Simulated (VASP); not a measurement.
Input of a VASP 6.6.1 run:

The input INCAR:

```
ALGO     = Normal         # electronic algorithm
EDIFF    = 1E-6           # SCF threshold, eV
ENCUT    = 520            # plane-wave cutoff, eV
GGA      = PE             # functional
ISIF     = 2              # what is computed and relaxed
ISMEAR   = 0              # smearing method
LASPH    = True           # aspherical terms in the spheres
LCHARG   = True           # write CHGCAR
LELF     = True           # ELF
LREAL    = Auto         
LVHAR    = True         
LWAVE    = False          # write WAVECAR
NBANDS   = 118            # bands
NELM     = 100            # most SCF steps
PREC     = Accurate       # precision mode
SIGMA    = 0.1            # smearing width, eV
```

The input KPOINTS:

```
k-points
0
Gamma
  4 4 4
```

The input POSCAR:

```
Si2Mo
1.0
    0.0000000000      0.0000000000     -7.8730199340
    4.8252710621      4.8252710621     -3.9365099670
    4.8252710621     -4.8252710621     -3.9365099670
Si Mo
18 9
Direct
    0.3315675300      0.0000000000      0.6666666667
    0.9982341967      0.0000000000      0.3333333333
    0.3315675300      0.3333333333      0.3333333333
    0.6649008633      0.3333333333      0.6666666667
    0.9982341967      0.6666666667      0.6666666667
    0.6649008633      0.0000000000      1.0000000000
    0.9982341967      0.3333333333      1.0000000000
    0.3315675300      0.6666666667      1.0000000000
    0.6649008633      0.6666666667      0.3333333333
    0.0017658033      0.0000000000      0.6666666667
    0.6684324700      0.0000000000      0.3333333333
    0.0017658033      0.3333333333      0.3333333333
    0.3350991367      0.3333333333      0.6666666667
    0.6684324700      0.6666666667      0.6666666667
    0.3350991367      0.0000000000      1.0000000000
    0.6684324700      0.3333333333      1.0000000000
    0.0017658033      0.6666666667      1.0000000000
    0.3350991367      0.6666666667      0.3333333333
    0.0000000000      0.3333333333      0.6666666667
    0.6666666667      0.3333333333      0.3333333333
    0.0000000000      0.6666666667      0.3333333333
    0.3333333333      0.6666666667      0.6666666667
    0.6666666667      0.0000000000      0.6666666667
    0.3333333333      0.3333333333      1.0000000000
    0.6666666667      0.6666666667      1.0000000000
    1.0000000000      0.0000000000      1.0000000000
    0.3333333333      0.0000000000      0.3333333333
```

Potentials or basis: VASP PAW PBE potentials, release 64 (Si, Mo_sv).

Command:

```console
$ cat potpaw_PBE.64/Si/POTCAR potpaw_PBE.64/Mo_sv/POTCAR > POTCAR
$ mpirun -np 1 vasp_std > vasp.out
```

(1) Estimate the band gap on the k mesh.

(2) Estimate the largest force.

(3) What does it give for the pressure?

Results:

(1) zero (band 99 reaches 12.49 eV, above the bottom of band 100 at 11.59 eV).

(2) 0.018 eV/Å.

(3) 0.2 GPa.
